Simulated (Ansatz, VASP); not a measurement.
**One calculation of MgO, two programs**

```
Mg O
1.0
     0.00000    2.13515    2.13515
     2.13515    0.00000    2.13515
     2.13515    2.13515    0.00000
Mg O
1 1
Direct
  0.00000 0.00000 0.00000
  0.47658 0.47658 0.52342
```

Change from the starting cell: all O atoms moved -0.100 Å, as atom 2 along Cartesian [0 0 1].

Alike in both runs: task single point; functional LDA; k mesh 10 × 10 × 10; occupations gaussian, width 0.05 eV; no spin polarisation.

|  | VASP | Ansatz |
| --- | --- | --- |
| version | VASP 6.6.1 | Ansatz 0.2.0 |
| potentials or method | VASP PAW LDA potentials, release 64 (Mg_sv, O), cutoff 750 eV | scalar-relativistic, plane waves, PAW |
| valence electrons in the cell | 16 | 16 |

Ansatz gave:

- gap on the k mesh at the Fermi level (eV): 4.26
- least direct gap on the mesh (eV): 4.26
- pressure (GPa): -10.8
- traceless stress, the component that is largest in VASP (GPa): 1.94
- rms of the force components (eV/Å): 0.247

Question: Which values does VASP return?

Answer: gap on the k mesh at the Fermi level (eV): 4.28; least direct gap on the mesh (eV): 4.28; pressure (GPa): -10.9; traceless stress, the component that is largest in VASP (GPa): 1.99; rms of the force components (eV/Å): 0.256.

LDA's correlation is that of Perdew and Zunger in VASP and of Perdew and Wang (1992) in Ansatz. Atom by atom the forces differ by 0.009 eV/Å (rms over components).
